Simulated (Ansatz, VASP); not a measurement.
## Two plane-wave programs on Sb4P

```xyz
5
Lattice="-2.5024 2.5024 4.8998 2.5024 -2.5024 4.8998 2.5024 2.5024 -4.8998" Properties=species:S:1:pos:R:3 pbc="T T T"
Sb    0.0000    0.0000    2.3225
Sb    0.0000    0.0000    7.4771
Sb    0.0000    2.5024    0.0000
Sb    2.5024    0.0000    0.0000
P     0.0000    0.0000    0.0000
```

Change from the starting cell: species swapped into the SnF4 type (I4/mmm, No. 139).

Alike in both runs: task single point; functional PBE; k mesh 6 × 6 × 6; occupations gaussian, width 0.1 eV; no spin polarisation.

|  | VASP | Ansatz |
| --- | --- | --- |
| version | VASP 6.6.1 | Ansatz 0.2.0 |
| potentials or method | VASP PAW PBE potentials, release 64 (Sb_d_GW, P), cutoff 500 eV | scalar-relativistic, plane waves, PAW |
| valence electrons in the cell | 65 | 65 |

VASP gave:

```
gap on the k mesh at the Fermi level (eV)                     : none
pressure (GPa)                                                : 14.6
traceless stress, the component that is largest in VASP (GPa) : 2.89
rms of the force components (eV/Å)                            : 1.436
```

What did Ansatz give for the same quantities?

gap on the k mesh at the Fermi level (eV): none; pressure (GPa): 14.7; traceless stress, the component that is largest in VASP (GPa): 2.92; rms of the force components (eV/Å): 1.437.

Atom by atom the forces differ by 0.001 eV/Å (rms over components). A gap of «none» marks a metal or a gap that the smearing closes. The functional is the same, so the differences come from potentials, cutoffs and numerics.

Spin-orbit coupling is off throughout.
